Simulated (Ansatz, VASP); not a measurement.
**Si3Br in VASP and in Ansatz**

```
Si Br
1.0
     0.00000    3.27582    3.27582
     3.27582    0.00000    3.27582
     3.27582    3.27582    0.00000
Si Br
3 1
Direct
  0.25000 0.25000 0.25000
  0.75000 0.75000 0.75000
  0.50000 0.50000 0.50000
  0.00000 0.00000 0.00000
```

Alike in both runs: task relaxation of cell and atoms; functional PBE; k mesh 12 × 12 × 12; occupations gaussian, width 0.1 eV; no spin polarisation.

```csv
,VASP,Ansatz
version,VASP 6.6.1,Ansatz 0.2.0
potentials or method,"VASP PAW PBE potentials, release 64 (Si, Br), cutoff 600 eV","scalar-relativistic, plane waves, PAW"
valence electrons in the cell,19,19
```

VASP gave:

```
gap on the k mesh at the Fermi level, each at its own relaxed structure (eV) : none
relaxed volume (Å³/atom)                                                     : 17.87
relaxed length of the cell vector where the two differ most in proportion (Å)              : 4.659
```

Q: Estimate Ansatz's values.

A: gap on the k mesh at the Fermi level, each at its own relaxed structure (eV): none; relaxed volume (Å³/atom): 17.88; relaxed length of the cell vector where the two differ most in proportion (Å): 4.659.

A gap of «none» marks a metal or a gap that the smearing closes.

Noted on VASP's run: too few bands were computed for a metal, which touches its energy and stress.
